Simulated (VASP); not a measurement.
K2LiAlF6: single point with PBE

The system is K2LiAlF6.

```
K Li Al F
1.0
     5.63580    0.15331   -0.37275
    -0.77565    4.76443   -0.55290
    -0.42254    0.72618    4.45748
K Li Al F
2 1 1 6
Direct
  0.50040 0.96325 0.21383
  0.05167 0.34776 0.99451
  0.13797 0.85134 0.61721
  0.57413 0.34041 0.71398
  0.07440 0.87653 0.16110
  0.92565 0.11957 0.54507
  0.60921 0.45597 0.09963
  0.38982 0.61557 0.75026
  0.28396 0.42767 0.34257
  0.62965 0.95138 0.77161
```

| Quantity | Value |
| --- | --- |
| Program | VASP 6.6.1 |
| Task | single point |
| Functional | PBE |
| Potentials or basis | VASP PAW PBE potentials, release 64 (K_sv, Li_sv, Al, F) |
| Cutoff | 520 eV |
| k mesh | 3 × 3 × 3 |
| Occupations | gaussian, width 0.1 eV |
| Spin | no spin polarisation |

The largest force is 6.313 eV/Å and the band gap on the k mesh is 1.27 eV, indirect (least direct gap 1.43 eV).

Forces in eV/Å, atoms in the order of the input:
```
K    0.294 -1.426  1.606
K   -3.250 -0.681 -2.512
Li  -0.556 -0.219 -0.768
Al  -1.675  0.595 -0.225
F    0.212 -0.897 -0.183
F    0.183  1.050 -1.038
F    3.465 -1.761  0.187
F   -2.093 -1.257 -0.292
F    4.666 -0.501  4.223
F   -1.245  5.095 -0.999
```

Levels at points of the mesh, in eV from the valence-band top:
```
           k point  band 30  band 31  band 32  band 33  band 34  band 35  band 36  band 37
(0.00, 0.00, 0.00)    -0.90    -0.72    -0.27    -0.15     1.27     4.59     6.56     7.64
```

Run time: 2.3 min on 1 thread of AMD EPYC 7R13 (shared host), peak memory 0.25 GiB.

Caveat: the k points lie up to 0.47 Å⁻¹ apart.
